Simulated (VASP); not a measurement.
Input of a VASP 6.6.1 run:

INCAR

```
SYSTEM = Mg
ALGO = Normal
EDIFF = 1E-7
ENCUT = 520
ISIF = 2
ISMEAR = -1
LASPH = .True.
LCHARG = .False.
LREAL = .False.
LWAVE = .False.
NBANDS = 9
NELM = 100
PREC = Accurate
SIGMA = 0.1
```

KPOINTS

```
k-points
0
Gamma
  12 12 6
  0 0 0
```

The input POSCAR:

```
Mg
1.0
    3.1325008903      0.0000000000      0.0000000000
   -1.5662504451      2.7128253484      0.0000000000
    0.0000000000      0.0000000000      5.0848940941
Mg
2
Direct
    0.3333333333      0.6666666667      0.2500000000
    0.6666666667      0.3333333333      0.7500000000
```

Potentials or basis: VASP PAW LDA potentials, release 64 (Mg).

Launch:

```sh
$ cat potpaw_LDA.64/Mg/POTCAR > POTCAR
$ mpirun -np 1 vasp_std > vasp.out
```

Task: Estimate the pressure.

Result: -0.3 GPa.

Task: Predict the band gap on the k mesh.

Result: Zero (band 2 reaches 3.81 eV, above the bottom of band 3 at 1.52 eV).

Stress tensor (GPa, compression positive):
```
-0.08  0.00  0.00
 0.00 -0.08  0.00
 0.00  0.00 -0.69
```
